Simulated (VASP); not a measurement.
# Ti (P1) in VASP: a series of runs

Runs on Ti. Level: LDA. Tasks: single point.

All numbers are computed with VASP 6.6.1; they aren't measurements. Logs are shortened: lines on timing, memory, paths and dates and some standing lists are left out, and cuts for length are marked.

### Step 1. The cell of the first run

The typed cell holds 4 atoms: a = 5.900 Å, b = 2.950 Å, c = 4.680 Å, α = 90.00°, β = 90.00°, γ = 120.00°.

### Step 2. Single point, LDA

Contents of INCAR:

```
SYSTEM = Ti
PREC = Accurate
ENCUT = 520
EDIFF = 1E-6
ISMEAR = -1
SIGMA = 0.08
LREAL = .FALSE.
LASPH = .TRUE.
NELM = 80
ALGO = Normal
ISIF = 2
LWAVE = .FALSE.
LCHARG = .TRUE.
LELF = .TRUE.
LVHAR = .TRUE.
NBANDS = 32
```

Contents of KPOINTS:

```
Automatic mesh
0
G
  4 7 4
  0 0 0
```

Contents of POSCAR:

```
Ti
1.0
    5.9000000000      0.0000000000      0.0000000000
   -1.4750000000      2.5547749412      0.0000000000
    0.0000000000      0.0000000000      4.6800000000
Ti
4
Direct
    0.1671020943      0.6386151569      0.2237854701
    0.6796722963      0.6903841006      0.2283882479
    0.3378493138      0.3585701367      0.7571143162
    0.8281688239      0.3082752955      0.7760645299
```

Potentials or basis: VASP PAW LDA potentials, release 64 (Ti_sv).

The run is started by

```console
> cat potpaw_LDA.64/Ti_sv/POTCAR > POTCAR
> mpirun -np 1 vasp_std > vasp.out
```

OUTCAR:

```text
SYSTEM = Ti
   PREC = Accurate
   ENCUT = 520
   EDIFF = 1E-6
   ISMEAR = -1
   LREAL = .FALSE.
   LASPH = .TRUE.
   NELM = 80
   ISIF = 2

 ion  position               nearest neighbor table
   1  0.167  0.639  0.224-   3 2.70   4 2.72   2 2.84   3 2.86
   2  0.680  0.690  0.228-   4 2.64   4 2.74   3 2.81   1 2.84
   3  0.338  0.359  0.757-   1 2.70   2 2.81   4 2.85   1 2.86
   4  0.828  0.308  0.776-   2 2.64   1 2.72   2 2.74   3 2.85

  Warning from LATTYP: Monoclinic adjustment (A1->A3, A2->A1, A3->A2)!
  LATTYP: Found a simple orthorhombic cell.
 ALAT       =     2.9500000000
 B/A-ratio  =     1.5864406779
 C/A-ratio  =     1.7320508076

  Lattice vectors:

 A1 = (  -1.4750000000,   2.5547749412,   0.0000000000)
 A2 = (   0.0000000000,   0.0000000000,   4.6800000000)
 A3 = (   4.4250000000,   2.5547749412,   0.0000000000)

Analysis of symmetry for initial positions (statically):
=====================================================================
 Subroutine PRICEL returns:
 Original cell was already a primitive cell.

 Routine SETGRP: Setting up the symmetry group for a
 simple orthorhombic supercell.

 Subroutine GETGRP returns: Found  1 space group operations
 (whereof  1 operations were pure point group operations)
 out of a pool of  8 trial point group operations.

The static configuration has the point symmetry C_1 .

Analysis of symmetry for dynamics (positions and initial velocities):
=====================================================================
 Subroutine PRICEL returns:
 Original cell was already a primitive cell.

 Routine SETGRP: Setting up the symmetry group for a
 simple orthorhombic supercell.

 Subroutine GETGRP returns: Found  1 space group operations
 (whereof  1 operations were pure point group operations)
 out of a pool of  8 trial point group operations.

The dynamic configuration has the point symmetry C_1 .

 Subroutine INISYM returns: Found  1 space group operations
 (whereof  1 operations are pure point group operations),
 and found     1 'primitive' translations

----------------------------------------------------------------------------------------

                                     Primitive cell

  volume of cell :      70.5424

  direct lattice vectors                    reciprocal lattice vectors
     5.900000000  0.000000000  0.000000000     0.169491525  0.097855978  0.000000000
    -1.475000000  2.554774941  0.000000000     0.000000000  0.391423911  0.000000000
     0.000000000  0.000000000  4.680000000     0.000000000  0.000000000  0.213675214

  length of vectors
     5.900000000  2.950000000  4.680000000     0.195711956  0.391423911  0.213675214

  position of ions in fractional coordinates (direct lattice)
     0.167102094  0.638615157  0.223785470
     0.679672296  0.690384101  0.228388248
     0.337849314  0.358570137  0.757114316
     0.828168824  0.308275296  0.776064530

  ion indices of the primitive-cell ions
   primitive index   ion index
                 1           1
                 2           2
                 3           3
                 4           4

----------------------------------------------------------------------------------------

 KPOINTS: Automatic mesh

Automatic generation of k-mesh.
 Grid dimensions read from file:
 generate k-points for:    4    7    4

 Generating k-lattice:

  Cartesian coordinates                     Fractional coordinates (reciprocal lattice)
     0.042372881  0.024463994  0.000000000     0.250000000 -0.000000000  0.000000000
     0.000000000  0.055917702  0.000000000     0.000000000  0.142857143  0.000000000
     0.000000000  0.000000000  0.053418803     0.000000000  0.000000000  0.250000000

  Length of vectors
     0.048927989  0.055917702  0.053418803

  Shift w.r.t. Gamma in fractional coordinates (k-lattice)
     0.000000000  0.000000000  0.000000000

 -----------------------------------------------------------------------------
|                                                                             |
|           W    W    AA    RRRRR   N    N  II  N    N   GGGG   !!!           |
|           W    W   A  A   R    R  NN   N  II  NN   N  G    G  !!!           |
|           W    W  A    A  R    R  N N  N  II  N N  N  G       !!!           |
|           W WW W  AAAAAA  RRRRR   N  N N  II  N  N N  G  GGG   !            |
|           WW  WW  A    A  R   R   N   NN  II  N   NN  G    G                |
|           W    W  A    A  R    R  N    N  II  N    N   GGGG   !!!           |
|                                                                             |
|     Your reciprocal lattice and k-lattice belong to different lattice       |
|     classes:                                                                |
|                                                                             |
|        The reciprocal lattice is simple orthorhombic,                       |
|        whereas your k-lattice is simple monoclinic.                         |
|                                                                             |
|     Results are often still useful ...                                      |
|                                                                             |
 -----------------------------------------------------------------------------

 WARNING: IBZKPT: internal override: KBLOWUP is changed to .FALSE.
      ... skipping the blow-up phase ...

 Subroutine IBZKPT returns following result:
 ===========================================

 Found     58 irreducible k-points:

 Following reciprocal coordinates:
            Coordinates               Weight
  0.000000  0.000000  0.000000      1.000000
  0.250000 -0.000000  0.000000      2.000000
  0.500000 -0.000000  0.000000      1.000000
  0.000000  0.142857  0.000000      2.000000
  0.250000  0.142857  0.000000      2.000000
  0.500000  0.142857  0.000000      2.000000
[... 16 lines left out ...]
 -0.250000  0.142857  0.250000      2.000000
  0.000000  0.285714  0.250000      2.000000
 [... further k-points ...]
   k-points           NKPTS =     58   k-points in BZ     NKDIM =     58   number of bands    NBANDS=     32
   number of dos      NEDOS =    301   number of ions     NIONS =      4
   total plane-waves  NPLWV =  41472
   dimension x,y,z NGX =    48 NGY =   24 NGZ =   36
   dimension x,y,z NGXF=    96 NGYF=   48 NGZF=   72
   ions per type =               4
   NGX,Y,Z   is equivalent  to a cutoff of  13.53, 13.53, 12.79 a.u.
   NGXF,Y,Z  is equivalent  to a cutoff of  27.05, 27.05, 25.58 a.u.
 SYSTEM =  Ti
   PREC   = accura    normal or accurate (medium, high low for compatibility)
   ISTART =      0    job   : 0-new  1-cont  2-samecut
   ICHARG =      2    charge: 1-file 2-atom 10-const
   ISPIN  =      1    spin polarized calculation?
   LNONCOLLINEAR =      F non collinear calculations
   LSORBIT =      F    spin-orbit coupling
   LASPH  =      T    aspherical Exc in radial PAW
   ENCUT  =  520.0 eV  38.22 Ry    6.18 a.u.  10.97  5.49  8.70*2*pi/ulx,y,z
   NELM   =     80;   NELMIN=  2; NELMDL= -5     # of ELM steps
   EDIFF  = 0.1E-05   stopping-criterion for ELM
   LREAL  =      F    real-space projection
   EDIFFG = 0.1E-04   stopping-criterion for IOM
   NSW    =      0    number of steps for IOM
   IBRION =     -1    ionic relax: 0-MD 1-quasi-New 2-CG
   NFREE  =      0    steps in history (QN), initial steepest desc. (CG)
   ISIF   =      2    stress and relaxation
   ISYM   =      2    0-nonsym 1-usesym 2-fastsym
   POTIM  = 0.5000    time-step for ionic-motion
   TEBEG  =    0.0;   TEEND  =   0.0 temperature during run
   PSTRESS=    0.0 pullay stress
   NELECT =      48.0000    total number of electrons
   NUPDOWN=      -1.0000    fix difference up-down
   EMIN   =  10.00;   EMAX   =-10.00  energy-range for DOS
   EFERMI =   0.00;   METHOD = LEGACY
   ISMEAR =    -1;   SIGMA  =   0.08  broadening in eV -4-tet -1-fermi 0-gaus
   EFERMI_NEDOS =   21; number of points for ismear=-14 and -15
   IALGO  =     38    algorithm
   IMIX   =      4    mixing-type and parameters
     AMIX     =   0.40;   BMIX     =  1.00
     AMIX_MAG =   1.60;   BMIX_MAG =  1.00
  volume/ion in A,a.u.               =      17.64       119.01
  Fermi-wavevector in a.u.,A,eV,Ry     =   1.439920  2.721055 28.209912  2.073370
  Thomas-Fermi vector in A             =   2.558722
   LORBIT       =      0    0 simple, 1 ext, 2 COOP (PROOUT), +10 PAW based schemes
   GGA     = CA    functional components
   LHFCALC =     F    Hartree Fock is set to
   AEXX    =    0.0000 exact exchange contribution
   IVDW    =     0    specifies the selected vdW correction
   LEPSILON=     F    determine dielectric tensor
   LRPA    =     F    only Hartree local field effects (RPA)
 non-spin polarized calculation
  energy-cutoff  :      520.00
  volume of cell :       70.54
 maximum number of plane-waves:      1926
 NGX is ok and might be reduce to    48
   NGX = 21   NGY = 11   NGZ = 17

 number of electron      48.0000000 magnetization

 Free energy of the ion-electron system (eV)
  ---------------------------------------------------
  ext. energy  EPLUGINS =         0.00000000
  ---------------------------------------------------
  free energy    TOTEN  =       -33.86640588 eV

  energy without entropy =      -33.76972238  energy(sigma->0) =      -33.81806413

 E-fermi :   7.9184     XC(G=0): -11.6909

 val. band max:        7.9094100730   @ k =   0.2500  -0.2857   0.2500
 cond. band min:       7.9473019732   @ k =  -0.2500   0.2857   0.2500
 fundamental gap:      0.0378919002
 Fermi energy:         7.9184082985

 k-point     1 :       0.0000    0.0000    0.0000
  band No.  band energies     occupation
      1     -48.2693      2.00000
      2     -48.1472      2.00000
      3     -48.1129      2.00000
      4     -48.0611      2.00000
      5     -25.2522      2.00000
      6     -25.0966      2.00000
[... 24 lines left out ...]
     31       9.3943      0.00000
     32       9.6427      0.00000

 k-point     2 :       0.2500   -0.0000    0.0000
  band No.  band energies     occupation
      1     -48.2537      2.00000
      2     -48.1686      2.00000
      3     -48.1079      2.00000
      4     -48.0606      2.00000
      5     -25.2210      2.00000
      6     -25.0693      2.00000
[... 24 lines left out ...]
     31       9.2334      0.00000
     32       9.5799      0.00000

 k-point     3 :       0.5000   -0.0000    0.0000
  band No.  band energies     occupation
      1     -48.2205      2.00000
      2     -48.2063      2.00000
      3     -48.1033      2.00000
      4     -48.0610      2.00000
      5     -25.1501      2.00000
      6     -25.1318      2.00000
[... 24 lines left out ...]
     31       9.6342      0.00000
     32       9.7735      0.00000

 k-point     4 :       0.0000    0.1429    0.0000
  band No.  band energies     occupation
      1     -48.2493      2.00000
      2     -48.1461      2.00000
      3     -48.1073      2.00000
      4     -48.0610      2.00000
      5     -25.2120      2.00000
      6     -25.0568      2.00000
[... 24 lines left out ...]
     31       9.3379      0.00000
     32       9.4720      0.00000

 k-point     5 :       0.2500    0.1429    0.0000
  band No.  band energies     occupation
      1     -48.2215      2.00000
      2     -48.1812      2.00000
      3     -48.1014      2.00000
      4     -48.0599      2.00000
      5     -25.1550      2.00000
      6     -25.0814      2.00000
[... 584 lines left out ...]
     31       9.5123      0.00000
     32       9.8836      0.00000

 k-point    22 :       0.5000    0.1429    0.2500
  band No.  band energies     occupation
      1     -48.2137      2.00000
      2     -48.1689      2.00000
      3     -48.1126      2.00000
      4     -48.0692      2.00000
      5     -25.1186      2.00000
      6     -25.0804      2.00000
[... 24 lines left out ...]
     31       9.4978      0.00000
     32      10.0135      0.00000

 k-point    23 :      -0.2500    0.1429    0.2500
  band No.  band energies     occupation
      1     -48.2370      2.00000
      2     -48.1431      2.00000
      3     -48.1154      2.00000
      4     -48.0686      2.00000
      5     -25.1467      2.00000
      6     -25.1022      2.00000
[... 24 lines left out ...]
     31       9.2249      0.00000
     32       9.9417      0.00000

 k-point    24 :       0.0000    0.2857    0.2500
  band No.  band energies     occupation
      1     -48.1917      2.00000
      2     -48.1393      2.00000
      3     -48.1048      2.00000
      4     -48.0675      2.00000
      5     -25.1154      2.00000
      6     -25.0667      2.00000
[... 24 lines left out ...]
     31       9.8316      0.00000
     32      10.2286      0.00000

 [... further k-points ...]

------------------------ aborting loop because EDIFF is reached ----------------------------------------

  FORCE on cell =-STRESS in cart. coord.  units (eV):
  Direction    XX          YY          ZZ          XY          YZ          ZX
  --------------------------------------------------------------------------------------
  -------------------------------------------------------------------------------------
  Total       -3.8057500     -3.6666636     -3.0622318     -0.1783034     -0.0799338     -0.0786165
  in kB      -86.4371278    -83.2781622    -69.5501588     -4.0496714     -1.8154752     -1.7855571
  external PRESSURE =     -79.7551496 kB  Pullay stress =       0.0000000 kB

 VOLUME and BASIS-vectors are now :
 -----------------------------------------------------------------------------
  energy-cutoff  :      520.00
  volume of cell :       70.54
      direct lattice vectors                 reciprocal lattice vectors
     5.900000000  0.000000000  0.000000000     0.169491525  0.097855978  0.000000000
    -1.475000000  2.554774941  0.000000000     0.000000000  0.391423911  0.000000000
     0.000000000  0.000000000  4.680000000     0.000000000  0.000000000  0.213675214

 POSITION                                       TOTAL-FORCE (eV/Angst)
 -----------------------------------------------------------------------------------
      0.04394      1.63152      1.04732         0.035017      0.593491      0.527208
      2.99175      1.76378      1.06886        -0.156843     -0.614792      0.813677
      1.46442      0.91607      3.54329         0.160566     -0.486666     -0.372015
      4.43149      0.78757      3.63198        -0.038741      0.507967     -0.968870
 -----------------------------------------------------------------------------------
    total drift:                                0.000127      0.000169     -0.000378

  FREE ENERGIE OF THE ION-ELECTRON SYSTEM (eV)
  ---------------------------------------------------
  free  energy   TOTEN  =       -33.8664058819 eV

  energy  without entropy=      -33.7697223814  energy(sigma->0) =      -33.81806413
```

It took 3.4 min on 1 thread of Intel Xeon 8259CL, shared host; peak memory 0.22 GiB.

Results:

```yaml
Free_energy: -33.8664 eV
Pressure: -8.0 GPa
Largest_force: 1.095 eV/Å
Band_gap_on_the_k_mesh: zero (bands 24 and 25 overlap by 0.76 eV)
```

Forces on the atoms (eV/Å):
```
Ti   0.035  0.593  0.527
Ti  -0.157 -0.615  0.814
Ti   0.161 -0.487 -0.372
Ti  -0.039  0.508 -0.969
```

Caveat: the cell stands under tension; forces of over 1 eV/Å act on the atoms, so gaps and moduli don't describe the material at rest.

### Step 3. Single point, LDA

Contents of INCAR:

```
PREC     = Accurate       # precision mode
ENCUT    = 520            # plane-wave cutoff, eV
EDIFF    = 1E-7           # SCF threshold, eV
ISMEAR   = -1             # smearing method
SIGMA    = 0.08           # smearing width, eV
LREAL    = False          # projectors in reciprocal space
LASPH    = True           # aspherical terms in the spheres
NELM     = 100            # most SCF steps
ALGO     = Normal         # electronic algorithm
ISIF     = 2              # what is computed and relaxed
LWAVE    = False          # write WAVECAR
LCHARG   = True           # write CHGCAR
LELF     = True           # ELF
LVHAR    = True         
NBANDS   = 32             # bands
```

Contents of KPOINTS:

```
regular mesh
0
Gamma
  4 7 4
```

Contents of POSCAR:

```
Ti
1.0
    5.9000000000      0.0000000000      0.0000000000
   -1.4750000000      2.5547749412      0.0000000000
    0.0000000000      0.0000000000      4.6800000000
Ti
4
Direct
    0.1687103484      0.6356963088      0.2151461538
    0.6826435458      0.6877646918      0.2243470085
    0.3436398842      0.3724375031      0.7625908120
    0.8298638776      0.3002839850      0.7853194444
```

Potentials or basis: VASP PAW LDA potentials, release 64 (Ti_sv).

The run is started by

```console
> cat potpaw_LDA.64/Ti_sv/POTCAR > POTCAR
> mpirun -np 1 vasp_std > vasp.out
```

Run time: 3.8 min. Hardware: 1 thread of Intel Xeon 8259CL, shared host; peak memory 0.22 GiB.

The run converged. Its results:

| Item | Value |
| --- | --- |
| Free energy | -33.7202 eV |
| Pressure | -6.6 GPa |
| Largest force | 1.578 eV/Å |
| Band gap on the k mesh | zero (bands 24 and 25 overlap by 0.69 eV) |

Forces on the atoms (eV/Å):
```
Ti   0.049  0.730  0.890
Ti  -0.195 -0.732  1.229
Ti   0.200 -0.618 -0.669
Ti  -0.055  0.621 -1.450
```

Stress tensor (GPa, compression positive):
```
-7.66 -0.33 -0.26
-0.33 -7.44 -0.18
-0.26 -0.18 -4.72
```

Levels at points of the mesh, in eV from the Fermi level:
```csv
k point,band 21,band 22,band 23,band 24,band 25,band 26,band 27,band 28
"(0.00, 0.00, 0.00)",-1.74,-0.51,0.29,0.39,0.58,0.61,0.72,0.87
"(0.50, 0.00, 0.00)",-1.11,-0.96,-0.39,-0.18,0.30,0.50,0.65,0.76
"(0.00, 0.00, 0.50)",-1.18,-0.67,-0.49,0.43,0.49,0.56,0.62,0.81
"(0.50, 0.00, 0.50)",-1.13,-0.84,-0.45,-0.31,0.27,0.34,0.55,0.65
```

Caveat: the cell stands under tension; forces of over 1 eV/Å act on the atoms, so gaps and moduli don't describe the material at rest.

The gap in the log of VASP goes by the Fermi energy; the results here count the filled bands.